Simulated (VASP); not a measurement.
A run of VASP 6.6.1 is set up as follows.

INCAR

```
ALGO = Normal
EDIFF = 1E-7
ENCUT = 520
GGA = PE
ISIF = 2
ISMEAR = 0
LASPH = True
LCHARG = False
LREAL = False
LWAVE = False
NBANDS = 37
NELM = 80
PREC = Accurate
SIGMA = 0.2
```

File KPOINTS:

```
k-points
0
Gamma
  4 4 4
```

File POSCAR:

```
MgZn4O
1.0
    0.0000000000      3.6059214779      3.6059214779
    3.6059214779      0.0000000000      3.6059214779
    3.6059214779      3.6059214779      0.0000000000
Mg Zn O
1 4 1
Direct
    0.7500000000      0.7500000000      0.7500000000
    0.3749730359      0.3749730359      0.8750808922
    0.8750808922      0.3749730359      0.3749730359
    0.3749730359      0.3749730359      0.3749730359
    0.3749730359      0.8750808922      0.3749730359
    0.0000000000      0.0000000000      0.0000000000
```

Potentials or basis: VASP PAW PBE potentials, release 64 (Mg, Zn, O).

Launch:

```console
$ cat potpaw_PBE.64/Mg/POTCAR potpaw_PBE.64/Zn/POTCAR potpaw_PBE.64/O/POTCAR > POTCAR
$ mpirun -np 1 vasp_std > vasp.out
```

(1) Predict the largest force.

(2) What does it give for the band gap on the k mesh?

(3) Estimate the pressure.

Results:

(1) 0.007 eV/Å.

(2) zero (band 28 reaches 2.52 eV, above the bottom of band 29 at 1.87 eV).

(3) 0.7 GPa.

Caveat: the k points lie up to 0.38 Å⁻¹ apart.
